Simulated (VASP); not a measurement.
# CdF2 (Fm-3m) in VASP: notebook

The runs below take CdF2 through single point, with PBE.

Everything below comes from runs of VASP 6.6.1. Logs are shortened: lines on timing, memory, paths and dates and some standing lists are left out, and cuts for length are marked.

## Step 1: The cell of the first run

It takes space group Fm-3m (No. 225, cubic). The conventional cell has a = 5.365 Å, b = 5.365 Å, c = 5.365 Å, α = 90.00°, β = 90.00°, γ = 90.00°. Within 3.1 Å of Cd (site symmetry m-3m) lie 8 F at 2.32 Å. Within 3.1 Å of F (site symmetry -43m) lie 4 Cd at 2.32 Å and 6 F at 2.68 Å.

## Step 2: Single point, PBE

File INCAR:

```
SYSTEM = CdF2
ALGO = Normal
EDIFF = 1E-6
ENCUT = 520
GGA = PE
ISIF = 2
ISMEAR = 0
LASPH = .True.
LCHARG = .True.
LELF = .True.
LREAL = .False.
LVHAR = .True.
LWAVE = .False.
NBANDS = 20
NELM = 80
PREC = Accurate
SIGMA = 0.01
```

File KPOINTS:

```
k-points
0
Gamma
  6 6 6
  0 0 0
```

File POSCAR:

```
CdF2
1.0
    0.0000000000      2.6825809931      2.6825809931
    2.6825809931      0.0000000000      2.6825809931
    2.6825809931      2.6825809931      0.0000000000
Cd F
1 2
Direct
    0.0000000000      0.0000000000      0.0000000000
    0.2500000000      0.2500000000      0.2500000000
    0.7500000000      0.7500000000      0.7500000000
```

Potentials or basis: VASP PAW PBE potentials, release 64 (Cd, F).

Command:

```sh
$ cat potpaw_PBE.64/Cd/POTCAR potpaw_PBE.64/F/POTCAR > POTCAR
$ mpirun -np 1 vasp_std > vasp.out
```

OUTCAR:

```text
SYSTEM = CdF2
   EDIFF = 1E-6
   ENCUT = 520
   GGA = PE
   ISIF = 2
   ISMEAR = 0
   LASPH = .True.
   LREAL = .False.
   NELM = 80
   PREC = Accurate

 ion  position               nearest neighbor table
   1  0.000  0.000  0.000-   3 2.32   3 2.32   3 2.32   2 2.32   3 2.32   2 2.32   2 2.32   2 2.32

   2  0.250  0.250  0.250-   1 2.32   1 2.32   1 2.32   1 2.32
   3  0.750  0.750  0.750-   1 2.32   1 2.32   1 2.32   1 2.32

  LATTYP: Found a face centered cubic cell.
 ALAT       =     5.3651619862

  Lattice vectors:

 A1 = (   0.0000000000,   2.6825809931,   2.6825809931)
 A2 = (   2.6825809931,   0.0000000000,   2.6825809931)
 A3 = (   2.6825809931,   2.6825809931,   0.0000000000)

Analysis of symmetry for initial positions (statically):
=====================================================================
 Subroutine PRICEL returns:
 Original cell was already a primitive cell.

 Routine SETGRP: Setting up the symmetry group for a
 face centered cubic supercell.

 Subroutine GETGRP returns: Found 48 space group operations
 (whereof 48 operations were pure point group operations)
 out of a pool of 48 trial point group operations.

The static configuration has the point symmetry O_h .

Analysis of symmetry for dynamics (positions and initial velocities):
=====================================================================
 Subroutine PRICEL returns:
 Original cell was already a primitive cell.

 Routine SETGRP: Setting up the symmetry group for a
 face centered cubic supercell.

 Subroutine GETGRP returns: Found 48 space group operations
 (whereof 48 operations were pure point group operations)
 out of a pool of 48 trial point group operations.

The dynamic configuration has the point symmetry O_h .

 Subroutine INISYM returns: Found 48 space group operations
 (whereof 48 operations are pure point group operations),
 and found     1 'primitive' translations

----------------------------------------------------------------------------------------

                                     Primitive cell

  volume of cell :      38.6090

  direct lattice vectors                    reciprocal lattice vectors
     0.000000000  2.682580993  2.682580993    -0.186387662  0.186387662  0.186387662
     2.682580993  0.000000000  2.682580993     0.186387662 -0.186387662  0.186387662
     2.682580993  2.682580993  0.000000000     0.186387662  0.186387662 -0.186387662

  length of vectors
     3.793742423  3.793742423  3.793742423     0.322832901  0.322832901  0.322832901

  position of ions in fractional coordinates (direct lattice)
     0.000000000  0.000000000  0.000000000
     0.250000000  0.250000000  0.250000000
     0.750000000  0.750000000  0.750000000

  ion indices of the primitive-cell ions
   primitive index   ion index
                 1           1
                 2           2
                 3           3

----------------------------------------------------------------------------------------

 KPOINTS: k-points

Automatic generation of k-mesh.
 Grid dimensions read from file:
 generate k-points for:    6    6    6

 Generating k-lattice:

  Cartesian coordinates                     Fractional coordinates (reciprocal lattice)
    -0.031064610  0.031064610  0.031064610     0.166666667  0.000000000  0.000000000
     0.031064610 -0.031064610  0.031064610     0.000000000  0.166666667  0.000000000
     0.031064610  0.031064610 -0.031064610     0.000000000  0.000000000  0.166666667

  Length of vectors
     0.053805483  0.053805483  0.053805483

  Shift w.r.t. Gamma in fractional coordinates (k-lattice)
     0.000000000  0.000000000  0.000000000

 Subroutine IBZKPT returns following result:
 ===========================================

 Found     16 irreducible k-points:

 Following reciprocal coordinates:
            Coordinates               Weight
  0.000000  0.000000  0.000000      1.000000
  0.166667  0.000000  0.000000      8.000000
  0.333333  0.000000  0.000000      8.000000
  0.500000  0.000000  0.000000      4.000000
  0.166667  0.166667  0.000000      6.000000
  0.333333  0.166667  0.000000     24.000000
[... 8 lines left out ...]
 -0.333333  0.333333  0.166667     24.000000
 -0.333333  0.500000  0.166667     12.000000
   k-points           NKPTS =     16   k-points in BZ     NKDIM =     16   number of bands    NBANDS=     20
   number of dos      NEDOS =    301   number of ions     NIONS =      3
   total plane-waves  NPLWV =  21952
   dimension x,y,z NGX =    28 NGY =   28 NGZ =   28
   dimension x,y,z NGXF=    56 NGYF=   56 NGZF=   56
   ions per type =               1   2
   NGX,Y,Z   is equivalent  to a cutoff of  12.27, 12.27, 12.27 a.u.
   NGXF,Y,Z  is equivalent  to a cutoff of  24.54, 24.54, 24.54 a.u.
 SYSTEM =  CdF2
   PREC   = accura    normal or accurate (medium, high low for compatibility)
   ISTART =      0    job   : 0-new  1-cont  2-samecut
   ICHARG =      2    charge: 1-file 2-atom 10-const
   ISPIN  =      1    spin polarized calculation?
   LNONCOLLINEAR =      F non collinear calculations
   LSORBIT =      F    spin-orbit coupling
   LASPH  =      T    aspherical Exc in radial PAW
   ENCUT  =  520.0 eV  38.22 Ry    6.18 a.u.   7.05  7.05  7.05*2*pi/ulx,y,z
   NELM   =     80;   NELMIN=  2; NELMDL= -5     # of ELM steps
   EDIFF  = 0.1E-05   stopping-criterion for ELM
   LREAL  =      F    real-space projection
   EDIFFG = 0.1E-04   stopping-criterion for IOM
   NSW    =      0    number of steps for IOM
   IBRION =     -1    ionic relax: 0-MD 1-quasi-New 2-CG
   NFREE  =      0    steps in history (QN), initial steepest desc. (CG)
   ISIF   =      2    stress and relaxation
   ISYM   =      2    0-nonsym 1-usesym 2-fastsym
   POTIM  = 0.5000    time-step for ionic-motion
   TEBEG  =    0.0;   TEEND  =   0.0 temperature during run
   PSTRESS=    0.0 pullay stress
   NELECT =      26.0000    total number of electrons
   NUPDOWN=      -1.0000    fix difference up-down
   EMIN   =  10.00;   EMAX   =-10.00  energy-range for DOS
   EFERMI =   0.00;   METHOD = LEGACY
   ISMEAR =     0;   SIGMA  =   0.01  broadening in eV -4-tet -1-fermi 0-gaus
   EFERMI_NEDOS =   21; number of points for ismear=-14 and -15
   IALGO  =     38    algorithm
   IMIX   =      4    mixing-type and parameters
     AMIX     =   0.40;   BMIX     =  1.00
     AMIX_MAG =   1.60;   BMIX_MAG =  1.00
  volume/ion in A,a.u.               =      12.87        86.85
  Fermi-wavevector in a.u.,A,eV,Ry     =   1.434949  2.711660 28.015462  2.059078
  Thomas-Fermi vector in A             =   2.554301
   LORBIT       =      0    0 simple, 1 ext, 2 COOP (PROOUT), +10 PAW based schemes
   GGA     = PE    functional components
   LHFCALC =     F    Hartree Fock is set to
   AEXX    =    0.0000 exact exchange contribution
   IVDW    =     0    specifies the selected vdW correction
   LEPSILON=     F    determine dielectric tensor
   LRPA    =     F    only Hartree local field effects (RPA)
 non-spin polarized calculation
 Gauss-broadening in eV      SIGMA  =   0.01
  energy-cutoff  :      520.00
  volume of cell :       38.61
 maximum number of plane-waves:      1056
   NGX = 15   NGY = 15   NGZ = 15

 number of electron      25.9999999 magnetization

 Free energy of the ion-electron system (eV)
  ---------------------------------------------------
  ext. energy  EPLUGINS =         0.00000000
  ---------------------------------------------------
  free energy    TOTEN  =       -10.83666935 eV

  energy without entropy =      -10.83666935  energy(sigma->0) =      -10.83666935

 E-fermi :  -1.1139     XC(G=0): -10.4817

 val. band max:       -1.2339851212   @ k =  -0.3333   0.5000   0.1667
 cond. band min:       1.8996045348   @ k =   0.0000   0.0000   0.0000
 fundamental gap:      3.1335896560
 Fermi energy:        -1.1138648210

 k-point     1 :       0.0000    0.0000    0.0000
  band No.  band energies     occupation
      1     -22.0908      2.00000
      2     -20.9507      2.00000
      3      -6.8705      2.00000
      4      -6.8705      2.00000
      5      -6.8705      2.00000
      6      -5.6061      2.00000
[... 12 lines left out ...]
     19      18.7763      0.00000
     20      18.7763      0.00000

 k-point     2 :       0.1667    0.0000    0.0000
  band No.  band energies     occupation
      1     -22.0020      2.00000
      2     -21.0299      2.00000
      3      -6.7670      2.00000
      4      -6.7670      2.00000
      5      -6.5722      2.00000
      6      -5.6351      2.00000
[... 12 lines left out ...]
     19      18.1532      0.00000
     20      18.1532      0.00000

 k-point     3 :       0.3333    0.0000    0.0000
  band No.  band energies     occupation
      1     -21.7770      2.00000
      2     -21.2322      2.00000
      3      -6.5825      2.00000
      4      -6.5825      2.00000
      5      -5.8465      2.00000
      6      -5.6134      2.00000
[... 12 lines left out ...]
     19      17.3635      0.00000
     20      18.2327      0.00000

 k-point     4 :       0.5000    0.0000    0.0000
  band No.  band energies     occupation
      1     -21.5369      2.00000
      2     -21.4586      2.00000
      3      -6.5170      2.00000
      4      -6.5170      2.00000
      5      -5.5328      2.00000
      6      -5.5328      2.00000
[... 12 lines left out ...]
     19      17.0624      0.00000
     20      17.6576      0.00000

 k-point     5 :       0.1667    0.1667    0.0000
  band No.  band energies     occupation
      1     -21.9761      2.00000
      2     -21.0504      2.00000
      3      -6.7119      2.00000
      4      -6.7119      2.00000
      5      -6.4977      2.00000
      6      -5.7659      2.00000
[... 12 lines left out ...]
     19      19.0371      0.00000
     20      19.4628      0.00000
[... 169 lines left out ...]
      6      -5.4860      2.00000
[... 12 lines left out ...]
     19      18.3705      0.00000
     20      20.2872      0.00000

 k-point    14 :       0.5000    0.3333    0.1667
  band No.  band energies     occupation
      1     -21.6555      2.00000
      2     -21.3205      2.00000
      3      -6.3959      2.00000
      4      -6.2401      2.00000
      5      -5.9884      2.00000
      6      -5.6136      2.00000
[... 12 lines left out ...]
     19      18.2437      0.00000
     20      20.3352      0.00000

 k-point    15 :      -0.3333    0.3333    0.1667
  band No.  band energies     occupation
      1     -21.4901      2.00000
      2     -21.4704      2.00000
      3      -6.3427      2.00000
      4      -6.1333      2.00000
      5      -5.7794      2.00000
      6      -5.6866      2.00000
[... 12 lines left out ...]
     19      17.8462      0.00000
     20      20.7266      0.00000

 k-point    16 :      -0.3333    0.5000    0.1667
  band No.  band energies     occupation
      1     -21.5416      2.00000
      2     -21.4059      2.00000
      3      -6.4297      2.00000
      4      -5.8676      2.00000
      5      -5.8060      2.00000
      6      -5.7452      2.00000
[... 12 lines left out ...]
     19      19.1591      0.00000
     20      19.6101      0.00000

------------------------ aborting loop because EDIFF is reached ----------------------------------------

  FORCE on cell =-STRESS in cart. coord.  units (eV):
  Direction    XX          YY          ZZ          XY          YZ          ZX
  --------------------------------------------------------------------------------------
  -------------------------------------------------------------------------------------
  Total        1.8853943      1.8853943      1.8853943      0.0000000     -0.0000000      0.0000000
  in kB       78.2391724     78.2391724     78.2391724      0.0000000     -0.0000000      0.0000000
  external PRESSURE =      78.2391724 kB  Pullay stress =       0.0000000 kB

 VOLUME and BASIS-vectors are now :
 -----------------------------------------------------------------------------
  energy-cutoff  :      520.00
  volume of cell :       38.61
      direct lattice vectors                 reciprocal lattice vectors
     0.000000000  2.682580993  2.682580993    -0.186387662  0.186387662  0.186387662
     2.682580993  0.000000000  2.682580993     0.186387662 -0.186387662  0.186387662
     2.682580993  2.682580993  0.000000000     0.186387662  0.186387662 -0.186387662

 POSITION                                       TOTAL-FORCE (eV/Angst)
 -----------------------------------------------------------------------------------
      0.00000      0.00000      0.00000         0.000000      0.000000      0.000000
      1.34129      1.34129      1.34129        -0.000000      0.000000      0.000000
      4.02387      4.02387      4.02387         0.000000     -0.000000     -0.000000
 -----------------------------------------------------------------------------------
    total drift:                                0.000000      0.000000      0.000000

  FREE ENERGIE OF THE ION-ELECTRON SYSTEM (eV)
  ---------------------------------------------------
  free  energy   TOTEN  =       -10.8366693473 eV

  energy  without entropy=      -10.8366693473  energy(sigma->0) =      -10.83666935
```

Wall time 10 s (1 thread of Intel Xeon Platinum 8488C (Sapphire Rapids), shared host); peak memory 0.15 GiB.

What came out:

```yaml
Free_energy: -10.8367 eV
Pressure: 7.8 GPa
Band_gap_on_the_k_mesh: 3.13 eV, indirect (least direct gap 3.60 eV)
```

A k mesh can miss the band edges. Expect the measured gap to be larger: semilocal functionals such as PBE lack the derivative discontinuity.

## Step 3: Single point, PBE

File INCAR:

```
PREC = Accurate
ENCUT = 520
EDIFF = 1E-6
ISMEAR = 0
SIGMA = 0.01
LREAL = F
LASPH = T
NELM = 80
ALGO = Normal
ISIF = 2
LWAVE = F
LCHARG = F
GGA = PE
NBANDS = 20
```

File KPOINTS:

```
regular mesh
0
Gamma
  6 6 6
```

POSCAR is that of step 2.

Potentials or basis: VASP PAW PBE potentials, release 64 (Cd, F).

Command:

```sh
$ cat potpaw_PBE.64/Cd/POTCAR potpaw_PBE.64/F/POTCAR > POTCAR
$ mpirun -np 1 vasp_std > vasp.out
```

Wall time 10 s (1 thread of Intel Xeon Platinum 8488C (Sapphire Rapids), shared host); peak memory 0.15 GiB.

Results (log left out):

```yaml
Free_energy: -10.8367 eV
Pressure: 7.8 GPa
Band_gap_on_the_k_mesh: 3.13 eV, indirect (least direct gap 3.60 eV)
```

Levels at points of the mesh, in eV from the valence-band top:
```
           k point  band 11  band 12  band 13  band 14  band 15  band 16
(0.00, 0.00, 0.00)    -0.46    -0.46    -0.46     3.13    12.78    12.78
(0.50, 0.00, 0.00)    -1.87    -0.37    -0.37     7.29     9.22    14.63
(0.50, 0.50, 0.00)    -0.50    -0.07    -0.07     8.13     9.74    11.97
```

A k mesh can miss the band edges.
